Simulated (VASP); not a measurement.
Wanted: the native input for a VASP 6.6.1 run.

| Item | Value |
| --- | --- |
| Task | single point |
| Functional | PBE |
| Potentials or basis | VASP PAW PBE potentials, release 64 (Zr_sv, Al, B, N) |
| Cutoff | 520 eV |
| k mesh | 3 × 3 × 3 |
| Occupations | gaussian, width 0.15 eV |
| Spin | no spin polarisation |
| Dipole correction | no |
| Further INCAR settings | ALGO = Normal; EDIFF = 1e-06; NBANDS = 28 |

The structure of ZrAl3B3N lies in POSCAR:

```
ZrAl3B3N
1.0
    4.5532554086      0.0000000000      0.0000000000
    0.0000000000      4.5532554086      0.0000000000
    0.0000000000      0.0000000000      4.5532554086
Zr Al B N
1 3 3 1
Direct
    0.0000000000      0.0000000000      0.0000000000
    0.0000000000      0.5000000000      0.5000000000
    0.5000000000      0.0000000000      0.5000000000
    0.5000000000      0.5000000000      0.0000000000
    0.5000000000      0.0000000000      0.0000000000
    0.0000000000      0.5000000000      0.0000000000
    0.0000000000      0.0000000000      0.5000000000
    0.5000000000      0.5000000000      0.5000000000
```

One way to write it, as run:

INCAR

```
ALGO     = Normal         # electronic algorithm
EDIFF    = 1E-6           # SCF threshold, eV
ENCUT    = 520            # plane-wave cutoff, eV
GGA      = PE             # functional
ISIF     = 2              # what is computed and relaxed
ISMEAR   = 0              # smearing method
LASPH    = T              # aspherical terms in the spheres
LCHARG   = F              # write CHGCAR
LREAL    = F              # projectors in reciprocal space
LWAVE    = F              # write WAVECAR
NBANDS   = 28             # bands
NELM     = 60             # most SCF steps
PREC     = Accurate       # precision mode
SIGMA    = 0.15           # smearing width, eV
```

KPOINTS

```
k-points
0
Gamma
  3 3 3
```

Potentials or basis: VASP PAW PBE potentials, release 64 (Zr_sv, Al, B, N).

Run with:

```sh
$ cat potpaw_PBE.64/Zr_sv/POTCAR potpaw_PBE.64/Al/POTCAR potpaw_PBE.64/B/POTCAR potpaw_PBE.64/N/POTCAR > POTCAR
$ mpirun -np 1 vasp_std > vasp.out
```

Results of the run:

- Pressure: -0.3 GPa

Caveat: the k points lie up to 0.46 Å⁻¹ apart.

Run time: 15 s on 1 thread of Intel(R) Xeon(R) Platinum 8259CL CPU @ 2.50GHz (Skylake/Cascade Lake) (shared host), peak memory 0.2 GiB.
